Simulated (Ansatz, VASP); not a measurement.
TaN in VASP and in Ansatz

```
Ta N
1.0
     2.19827    2.19827    0.00000
    -2.19827    2.19827    0.00000
     0.00000    0.00000    4.59438
Ta N
2 2
Cartesian
  0.0000 2.1983 0.0000
  0.0000 0.0000 2.2972
  0.0000 0.0000 0.0000
  0.0000 2.1983 2.2972
```

Change from the starting cell: strain along c alone, the other axes held, atoms relaxed: +4.5 %.

Alike in both runs: task single point; functional r2SCAN; k mesh 16 × 16 × 12; occupations gaussian, width 0.1 eV; no spin polarisation.

|  | VASP | Ansatz |
| --- | --- | --- |
| version | VASP 6.6.1 | Ansatz 0.2.0 |
| potentials or method | VASP PAW PBE potentials, release 64 (Ta_pv, N), cutoff 520 eV | scalar-relativistic, plane waves, PAW |
| valence electrons in the cell | 32 | 36 |

|  | VASP | Ansatz | Ansatz less VASP |
| --- | --- | --- | --- |
| gap on the k mesh at the Fermi level (eV) | none | none | - |
| pressure (GPa) | -11.0 | -12.6 | -1.62 |
| traceless stress, the component that is largest in VASP (GPa) | -11.32 | -11.33 | -0.003 |

VASP's potentials were made for PBE, not for r2SCAN. A gap of «none» marks a metal or a gap that the smearing closes. VASP's potentials hold 32 valence electrons a cell and Ansatz's 36, so a difference there can come from the potentials and not from the codes.

Spin-orbit coupling is off throughout.
